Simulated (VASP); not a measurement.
Set up this calculation in VASP 6.6.1, as the native input.

* Task: relaxation of cell and atoms
* Functional: PBE
* Potentials or basis: VASP PAW PBE potentials, release 64 (Hf_pv, Si, O)
* Cutoff: 600 eV
* k mesh: 4 × 4 × 2
* Occupations: gaussian, width 0.1 eV
* Spin: no spin polarisation
* Dipole correction: no
* Further INCAR settings: ALGO = Normal; EDIFF = 1e-06; IBRION = 2; EDIFFG = -0.025; NSW = 80; ISIF = 3

The structure of HfSi3O8 lies in POSCAR:

```
HfSi3O8
1.0
    5.3414274498     -0.0920848374     -0.0967022009
   -2.7298680775      4.6856172095      0.1331485846
   -0.3057432795      0.0317860377      8.9526621488
Hf Si O
1 3 8
Direct
    0.3374810601      0.6501641413      0.9375510765
    0.6806744284      0.3458007564      0.4307010403
    0.6541521309      0.3165146419      0.0753297396
    0.3416155380      0.6761465294      0.5450577579
    0.6171017441      0.0107512276      0.0318733563
    0.5306075635      0.5154728767      0.5170203249
    0.0351765272      0.5048900056      0.4657966416
    0.9454039439      0.5809059723      0.0287400991
    0.2975467910      0.6798298382      0.7212368452
    0.6198570215      0.3326681995      0.2618911167
    0.5349360448      0.0249176285      0.4865487988
    0.4054472066      0.3619391828      0.9982542032
```

The input as run:

INCAR

```
PREC     = Accurate       # precision mode
ENCUT    = 600            # plane-wave cutoff, eV
EDIFF    = 1E-6           # SCF threshold, eV
ISMEAR   = 0              # smearing method
SIGMA    = 0.1            # smearing width, eV
LREAL    = F              # projectors in reciprocal space
LASPH    = T              # aspherical terms in the spheres
NELM     = 80             # most SCF steps
ALGO     = Normal         # electronic algorithm
ISIF     = 3              # what is computed and relaxed
LWAVE    = F              # write WAVECAR
LCHARG   = F              # write CHGCAR
GGA      = PE             # functional
IBRION   = 2              # ionic algorithm
NSW      = 80             # ionic steps
EDIFFG   = -0.025         # ionic threshold
```

KPOINTS

```
Automatic mesh
0
Gamma
  4 4 2
```

Potentials or basis: VASP PAW PBE potentials, release 64 (Hf_pv, Si, O).

Launch:

```sh
$ cat potpaw_PBE.64/Hf_pv/POTCAR potpaw_PBE.64/Si/POTCAR potpaw_PBE.64/O/POTCAR > POTCAR
$ mpirun -np 1 vasp_std > vasp.out
```

It gave:

```yaml
Relaxed_volume: 18.41 Å³/atom
Relaxed_cell: a = 5.285 Å, b = 5.296 Å, c = 9.091 Å, α = 90.54°, β = 90.80°, γ = 119.70°
Space_group_after_relaxing_to_0.1_Å: P1 (No. 1)
Pressure_after_relaxing: 0.0 GPa
Largest_force_after_relaxing: 0.021 eV/Å
Band_gap_on_the_k_mesh: 5.03 eV
```

Caveat: spin-orbit coupling is left out, which moves the levels of the heavy elements.

It took 49 min on 1 thread of AMD EPYC 9R14 (Zen 4), on a shared host, peak memory 0.55 GiB.
